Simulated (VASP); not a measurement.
**Pt: single point with r2SCAN**

Pt:

```xyz
1
Lattice="-1.6305 1.6305 1.6305 1.6305 -1.6305 1.6305 1.6305 1.6305 -1.6305" Properties=species:S:1:pos:R:3 pbc="T T T"
Pt    0.0000    0.0000    0.0000
```

This isn't the form of Pt at room conditions, which is fcc.

- Program: VASP 6.6.1
- Task: single point
- Functional: r2SCAN
- Potentials or basis: VASP PAW PBE potentials, release 64 (Pt)
- Cutoff: 520 eV
- k mesh: 16 × 16 × 16
- Occupations: fermi-dirac, width 0.05 eV
- Spin: collinear spin
- Starting moments: [1.0] μB
- Dipole correction: no
- Further INCAR settings: ALGO = Normal; EDIFF = 1e-06; NBANDS = 15

| Item | Value |
| --- | --- |
| Pressure | -21.1 GPa |
| Band gap on the k mesh | zero (filled and empty bands overlap) |
| Net moment | 0.00 μB per cell |
| Valence electrons inside the program's atomic spheres | Pt 9.01 |

Levels at points of the mesh, in eV from the Fermi level:
Spin up:
```csv
k point,band 2,band 3,band 4,band 5,band 6,band 7,band 8,band 9
"(0.00, 0.00, 0.00)",-3.17,-3.17,-3.17,-1.00,-1.00,18.02,18.02,18.02
"(0.50, 0.00, 0.00)",-4.42,-1.16,-0.76,0.73,0.87,5.80,13.96,15.73
"(0.50, 0.50, 0.50)",-5.45,0.42,0.42,0.42,7.84,7.84,7.84,12.03
```
Spin down:
| k point | band 3 | band 4 | band 5 | band 6 | band 7 | band 8 |
| --- | --- | --- | --- | --- | --- | --- |
| (0.00, 0.00, 0.00) | -3.17 | -3.17 | -1.00 | -1.00 | 18.02 | 18.02 |
| (0.50, 0.00, 0.00) | -1.16 | -0.76 | 0.73 | 0.87 | 5.79 | 13.96 |
| (0.50, 0.50, 0.50) | 0.41 | 0.41 | 0.41 | 7.84 | 7.84 | 7.84 |

Wall time 4.2 min on 1 thread of Intel Xeon 8259CL, with other jobs on the host, peak memory 0.17 GiB.

Caveat: the cell stands under tension; the PAW data sets were made with another functional, which shifts forces and pressure a little; spin-orbit coupling is left out, which moves the levels of the heavy elements.
